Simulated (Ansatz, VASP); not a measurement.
## Two plane-wave programs on In

File INCAR:

```
AGGAC = 1.0 ; AGGAX = 1.0
ALDAC = 0.0 ; ALDAX = 1.0
ALGO = Normal ; EDIFF = 1E-6
ENCUT = 520 ; GGA = B5
ISIF = 2 ; ISMEAR = -1
LASPH = T ; LCHARG = F
LREAL = F ; LWAVE = F
NBANDS = 34 ; NELM = 80
PREC = Accurate ; SIGMA = 0.1
```

The input KPOINTS:

```
k-points
0
Gamma
  12 12 3
```

File POSCAR:

```
In
1.0
    3.4915696891      0.0000000000      0.0000000000
   -1.7457848445      3.0237880499      0.0000000000
    0.0000000000      0.0000000000     11.3345344306
In
4
Direct
    0.0000000000      0.0000000000      1.0000000000
    0.0000000000      1.0000000000      0.5000000000
    0.3333333333      0.6666666667      0.2500000000
    0.6666666667      0.3333333333      0.7500000000
```

Input for Ansatz:

```yaml
crystal:
  lattice:
    - [3.4915696891, 0.0, 0.0]
    - [-1.7457848445, 3.0237880499, 0.0]
    - [0.0, 0.0, 11.3345344306]
  atoms:
    - { symbol: In, position: [0.0, 0.0, 1.0] }
    - { symbol: In, position: [0.0, 1.0, 0.5] }
    - { symbol: In, position: [0.3333333333, 0.6666666667, 0.25] }
    - { symbol: In, position: [0.6666666667, 0.3333333333, 0.75] }
hamiltonian:
  xc: blyp
  pseudopotentials:
    kind: paw
    azcp:
      In: "pseudopotentials/In.paw.azcp"
basis:
  ecutwfc: 420
  fft_grid_basis: typed
kpoints:
  mp_grid: { grid: [12, 12, 3], shift: [0, 0, 0] }
magnetization:
  spin_polarized: false
scf:
  occupations: { method: fermi_dirac, width: 0.1 }
  lower_state_search: "off"
output:
  stress: true
```

Alike in both runs: task single point; functional BLYP; k mesh 12 × 12 × 3; occupations fermi-dirac, width 0.1 eV; no spin polarisation.

|  | VASP | Ansatz |
| --- | --- | --- |
| version | VASP 6.6.1 | Ansatz 0.2.0 |
| potentials or method | VASP PAW PBE potentials, release 64 (In_d), cutoff 520 eV | plane waves (420 eV) with PAW, scalar-relativistic |
| valence electrons in the cell | 52 | 52 |

|  | VASP | Ansatz | Ansatz less VASP |
| --- | --- | --- | --- |
| pressure (GPa) | 1.0 | 1.0 | +0.05 |
| traceless stress, the component that is largest in VASP (GPa) | 0.07 | 0.07 | -0.002 |

VASP's potentials were made for PBE, not for BLYP.
